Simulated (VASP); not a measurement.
# B (Ia-3d) in VASP: further runs

Runs on B. Level: PBE. Tasks: single point, relaxation of cell and atoms.

All numbers are computed with VASP 6.6.1; they aren't measurements. Logs are shortened: lines on timing, memory, paths and dates and some standing lists are left out, and cuts for length are marked.

## (1) The cell of the first run

Symmetry: Ia-3d, No. 230, cubic system. The conventional cell has a = 5.715 Å, b = 5.715 Å, c = 5.715 Å, α = 90.00°, β = 90.00°, γ = 90.00°. Within 2.3 Å of B (site symmetry -4) lie 4 B at 1.75 Å.

## (2) Single point, PBE

Contents of INCAR:

```
SYSTEM = B
  PREC = Accurate
  ENCUT = 520
  EDIFF = 1E-6
  ISMEAR = 0
  SIGMA = 0.1
  LREAL = .False.
  LASPH = .True.
  NELM = 100
  ALGO = Normal
  ISIF = 2
  LWAVE = .False.
  LCHARG = .True.
  GGA = PE
  LELF = .True.
  LVHAR = .True.
  NBANDS = 30
```

Contents of KPOINTS:

```
Automatic mesh
0
Gamma
  10 10 10
  0 0 0
```

Contents of POSCAR:

```
B
1.0
   -2.8575671086      2.8575671086      2.8575671086
    2.8575671086     -2.8575671086      2.8575671086
    2.8575671086      2.8575671086     -2.8575671086
B
12
Direct
    0.1250000000      0.7500000000      0.8750000000
    0.7500000000      0.3750000000      0.6250000000
    0.6250000000      0.3750000000      0.2500000000
    0.7500000000      0.8750000000      0.1250000000
    0.1250000000      0.8750000000      0.2500000000
    0.2500000000      0.1250000000      0.8750000000
    0.8750000000      0.1250000000      0.7500000000
    0.3750000000      0.6250000000      0.7500000000
    0.3750000000      0.2500000000      0.6250000000
    0.8750000000      0.2500000000      0.1250000000
    0.2500000000      0.6250000000      0.3750000000
    0.6250000000      0.7500000000      0.3750000000
```

Potentials or basis: VASP PAW PBE potentials, release 64 (B).

On the command line:

```bash
$ cat potpaw_PBE.64/B/POTCAR > POTCAR
$ mpirun -np 1 vasp_std > vasp.out
```

OUTCAR:

```text
SYSTEM = B
   PREC = Accurate
   ENCUT = 520
   EDIFF = 1E-6
   ISMEAR = 0
   LREAL = .False.
   LASPH = .True.
   NELM = 100
   ISIF = 2
   GGA = PE

 ion  position               nearest neighbor table
   1  0.125  0.750  0.875-   2 1.75   5 1.75   6 1.75   8 1.75
   2  0.750  0.375  0.625-   1 1.75   3 1.75   7 1.75   9 1.75
   3  0.625  0.375  0.250-   2 1.75   6 1.75  10 1.75  12 1.75
   4  0.750  0.875  0.125-  12 1.75   8 1.75  10 1.75   5 1.75
   5  0.125  0.875  0.250-   1 1.75   4 1.75   9 1.75  11 1.75
   6  0.250  0.125  0.875-   9 1.75   3 1.75   7 1.75   1 1.75
   7  0.875  0.125  0.750-   2 1.75   6 1.75  10 1.75  12 1.75
   8  0.375  0.625  0.750-   1 1.75   4 1.75   9 1.75  11 1.75
   9  0.375  0.250  0.625-   6 1.75   5 1.75   2 1.75   8 1.75
  10  0.875  0.250  0.125-   3 1.75   4 1.75   7 1.75  11 1.75
  11  0.250  0.625  0.375-   5 1.75   8 1.75  10 1.75  12 1.75
  12  0.625  0.750  0.375-   4 1.75   3 1.75   7 1.75  11 1.75

  LATTYP: Found a body centered cubic cell.
 ALAT       =     5.7151342172

  Lattice vectors:

 A1 = (  -2.8575671086,   2.8575671086,   2.8575671086)
 A2 = (   2.8575671086,  -2.8575671086,   2.8575671086)
 A3 = (   2.8575671086,   2.8575671086,  -2.8575671086)

Analysis of symmetry for initial positions (statically):
=====================================================================
 Subroutine PRICEL returns:
 Original cell was already a primitive cell.

 Routine SETGRP: Setting up the symmetry group for a
 body centered cubic supercell.

 Subroutine GETGRP returns: Found 48 space group operations
 (whereof  6 operations were pure point group operations)
 out of a pool of 48 trial point group operations.

The static configuration has the point symmetry S_6 .
 The point group associated with its full space group is O_h .

Analysis of symmetry for dynamics (positions and initial velocities):
=====================================================================
 Subroutine PRICEL returns:
 Original cell was already a primitive cell.

 Routine SETGRP: Setting up the symmetry group for a
 body centered cubic supercell.

 Subroutine GETGRP returns: Found 48 space group operations
 (whereof  6 operations were pure point group operations)
 out of a pool of 48 trial point group operations.

The dynamic configuration has the point symmetry S_6 .
[... 124 lines left out ...]
   IBRION =     -1    ionic relax: 0-MD 1-quasi-New 2-CG
   NFREE  =      0    steps in history (QN), initial steepest desc. (CG)
   ISIF   =      2    stress and relaxation
   ISYM   =      2    0-nonsym 1-usesym 2-fastsym
   POTIM  = 0.5000    time-step for ionic-motion
   TEBEG  =    0.0;   TEEND  =   0.0 temperature during run
   PSTRESS=    0.0 pullay stress
   NELECT =      36.0000    total number of electrons
   NUPDOWN=      -1.0000    fix difference up-down
   EMIN   =  10.00;   EMAX   =-10.00  energy-range for DOS
   EFERMI =   0.00;   METHOD = LEGACY
   ISMEAR =     0;   SIGMA  =   0.10  broadening in eV -4-tet -1-fermi 0-gaus
   EFERMI_NEDOS =   21; number of points for ismear=-14 and -15
   IALGO  =     38    algorithm
   IMIX   =      4    mixing-type and parameters
     AMIX     =   0.40;   BMIX     =  1.00
     AMIX_MAG =   1.60;   BMIX_MAG =  1.00
  volume/ion in A,a.u.               =       7.78        52.49
  Fermi-wavevector in a.u.,A,eV,Ry     =   1.191679  2.251946 19.321613  1.420098
  Thomas-Fermi vector in A             =   2.327735
   LORBIT       =      0    0 simple, 1 ext, 2 COOP (PROOUT), +10 PAW based schemes
   GGA     = PE    functional components
   LHFCALC =     F    Hartree Fock is set to
   AEXX    =    0.0000 exact exchange contribution
   IVDW    =     0    specifies the selected vdW correction
   LEPSILON=     F    determine dielectric tensor
   LRPA    =     F    only Hartree local field effects (RPA)
 non-spin polarized calculation
 Gauss-broadening in eV      SIGMA  =   0.10
  energy-cutoff  :      520.00
  volume of cell :       93.34
 maximum number of plane-waves:      2529
 NGX is ok and might be reduce to    40
   NGX = 19   NGY = 19   NGZ = 19

 number of electron      35.9999998 magnetization

 Free energy of the ion-electron system (eV)
  ---------------------------------------------------
  ext. energy  EPLUGINS =         0.00000000
  ---------------------------------------------------
  free energy    TOTEN  =       -70.28802439 eV

  energy without entropy =      -70.27331817  energy(sigma->0) =      -70.28067128

 E-fermi :   5.2710     XC(G=0): -11.5141

 val. band max:        5.2612225748   @ k =   0.2000   0.2000   0.0000
 cond. band min:       5.3186268352   @ k =  -0.2000   0.3000   0.1000
 fundamental gap:      0.0574042604
 Fermi energy:         5.2709876472

 k-point     1 :       0.0000    0.0000    0.0000
  band No.  band energies     occupation
      1      -8.9860      2.00000
      2      -2.5771      2.00000
      3      -2.5771      2.00000
      4      -2.5771      2.00000
      5      -2.2057      2.00000
      6      -2.2057      2.00000
[... 781 lines left out ...]
     29      13.2945      0.00000
     30      14.6210      0.00000

 [... further k-points ...]
[... 5 lines left out ...]
  --------------------------------------------------------------------------------------
  -------------------------------------------------------------------------------------
  Total        0.0139409      0.0139409      0.0139409      0.0000000     -0.0000000      0.0000000
  in kB        0.2393051      0.2393051      0.2393051      0.0000000     -0.0000000      0.0000000
  external PRESSURE =       0.2393051 kB  Pullay stress =       0.0000000 kB

 VOLUME and BASIS-vectors are now :
 -----------------------------------------------------------------------------
  energy-cutoff  :      520.00
  volume of cell :       93.34
      direct lattice vectors                 reciprocal lattice vectors
    -2.857567109  2.857567109  2.857567109     0.000000000  0.174974018  0.174974018
     2.857567109 -2.857567109  2.857567109     0.174974018  0.000000000  0.174974018
     2.857567109  2.857567109 -2.857567109     0.174974018  0.174974018  0.000000000

 POSITION                                       TOTAL-FORCE (eV/Angst)
 -----------------------------------------------------------------------------------
      4.28635      0.71439      0.00000         0.000000     -0.000000      0.000000
      0.71439      2.85757      1.42878        -0.000000     -0.000000     -0.000000
      0.00000      1.42878      2.14318        -0.000000     -0.000000     -0.000000
      0.71439      0.00000      4.28635         0.000000     -0.000000     -0.000000
      2.85757     -1.42878      2.14318         0.000000     -0.000000      0.000000
      2.14318      2.85757     -1.42878        -0.000000      0.000000      0.000000
      0.00000      4.28635      0.71439        -0.000000      0.000000     -0.000000
      2.85757      1.42878      0.71439         0.000000      0.000000     -0.000000
      1.42878      2.14318      0.00000         0.000000      0.000000     -0.000000
     -1.42878      2.14318      2.85757        -0.000000     -0.000000     -0.000000
      2.14318      0.00000      1.42878         0.000000     -0.000000      0.000000
      1.42878      0.71439      2.85757        -0.000000      0.000000      0.000000
 -----------------------------------------------------------------------------------
    total drift:                               -0.000000      0.000000      0.000000

  FREE ENERGIE OF THE ION-ELECTRON SYSTEM (eV)
  ---------------------------------------------------
  free  energy   TOTEN  =       -70.2880243908 eV

  energy  without entropy=      -70.2733181672  energy(sigma->0) =      -70.28067128
```

Wall time 1.7 min (1 thread of Intel Xeon Platinum 8259CL at 2.50GHz (Skylake/Cascade Lake), shared host); peak memory 0.27 GiB.

What came out:

```yaml
Free_energy: -70.2880 eV
Pressure: 0.0 GPa
Band_gap_on_the_k_mesh: zero (band 18 reaches 6.29 eV, above the bottom of band 19 at 4.67 eV)
```

(Continued in part 2 of 3.)
